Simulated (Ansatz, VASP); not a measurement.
# Two plane-wave programs on HfO2

```
Hf O
1.0
     0.00000    2.55750    2.48077
     2.55750    0.00000    2.48077
     2.55750    2.55750    0.00000
Hf O
1 2
Direct
  0.00000 0.00000 0.00000
  0.25000 0.25000 0.25000
  0.75000 0.75000 0.75000
```

Change from the starting cell: z stretched by -3 %, ions relaxed.

Alike in both runs: task relaxation of the atoms; functional PBE; k mesh 10 × 10 × 10; occupations fermi-dirac, width 0.02 eV; no spin polarisation.

|  | VASP | Ansatz |
| --- | --- | --- |
| version | VASP 6.6.1 | Ansatz 0.2.0 |
| potentials or method | VASP PAW PBE potentials, release 64 (Hf_pv, O) | plane-wave PAW, scalar-relativistic |
| plane-wave cutoff (eV) | 520 | 420 |
| valence electrons in the cell | 22 | 38 |

Ansatz gave:

| Item | Value |
| --- | --- |
| gap on the k mesh at the Fermi level, each at its own relaxed structure (eV) | 3.50 |

Q: What did VASP give for the same quantities?

A: gap on the k mesh at the Fermi level, each at its own relaxed structure (eV): 3.49.

VASP's potentials hold 22 valence electrons a cell and Ansatz's 38, so a difference there can come from the potentials and not from the codes. Ansatz's warnings: stress scf threshold loose.

Spin-orbit coupling is off throughout. Noted on VASP's run: the relaxation stopped at its first step, so nothing moved.
